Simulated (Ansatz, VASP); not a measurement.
**Zr2C in VASP and in Ansatz**

File INCAR:

```
SYSTEM = Zr2C
PREC     = Accurate       ! precision mode
ENCUT    = 520            ! plane-wave cutoff, eV
EDIFF    = 1E-6           ! SCF threshold, eV
ISMEAR   = 0              ! smearing method
SIGMA    = 0.1            ! smearing width, eV
LREAL    = .FALSE.        ! projectors in reciprocal space
LASPH    = .TRUE.         ! aspherical terms in the spheres
NELM     = 60             ! most SCF steps
ALGO     = Normal         ! electronic algorithm
ISIF     = 2              ! what is computed and relaxed
LWAVE    = .FALSE.        ! write WAVECAR
LCHARG   = .TRUE.         ! write CHGCAR
GGA      = PE             ! functional
LELF     = .TRUE.         ! ELF
LVHAR    = .TRUE.       
NBANDS   = 21             ! bands
```

File KPOINTS:

```
Automatic mesh
0
G
  6 6 6
  0 0 0
```

The input POSCAR:

```
Zr2C
1.0
    1.6677327000      0.9628659000      5.3828681000
   -1.6677327000      0.9628659000      5.3828681000
    0.0000000000     -1.9257318000      5.3828681000
Zr C
2 1
Direct
    0.2555690000      0.2555690000      0.2555690000
    0.7444310000      0.7444310000      0.7444310000
    0.0000000000      0.0000000000      0.0000000000
```

Input for Ansatz:

```yaml
crystal:
  lattice:
    - [1.6677327, 0.9628659, 5.3828681]
    - [-1.6677327, 0.9628659, 5.3828681]
    - [0.0, -1.9257318, 5.3828681]
  atoms:
    - { symbol: Zr, position: [0.255569, 0.255569, 0.255569] }
    - { symbol: Zr, position: [0.744431, 0.744431, 0.744431] }
    - { symbol: C, position: [0.0, 0.0, 0.0] }
basis:
  ecutwfc: 420
kpoints:
  mp_grid: { grid: [6, 6, 6] }
hamiltonian:
  xc: pbe
scf:
  occupations: { method: gaussian, width: 0.1 }
  lower_state_search: "off"
output:
  forces: true
  stress: true
  eigenvalues: true
```

Change from the starting cell: relaxed end of: species swapped into the Ba2N type (R-3m, No. 166).

Alike in both runs: task single point; functional PBE; k mesh 6 × 6 × 6; occupations gaussian, width 0.1 eV; no spin polarisation.

```csv
,VASP,Ansatz
version,VASP 6.6.1,Ansatz 0.2.0
potentials or method,"VASP PAW PBE potentials, release 64 (Zr_sv, C), cutoff 520 eV","scalar-relativistic, plane waves, PAW"
valence electrons in the cell,28,28
```

```tsv
	VASP	Ansatz	Ansatz less VASP
gap on the k mesh at the Fermi level (eV)	none	none	-
pressure (GPa)	0.2	0.1	-0.14
traceless stress, the component that is largest in VASP (GPa)	0.35	0.35	+0.001
rms of the force components (eV/Å)	0.025	0.017	-0.0078
```

Atom by atom the forces differ by 0.008 eV/Å (rms over components). A gap of «none» marks a metal or a gap that the smearing closes.

The k mesh is coarse, so the values compare programs but aren't converged.
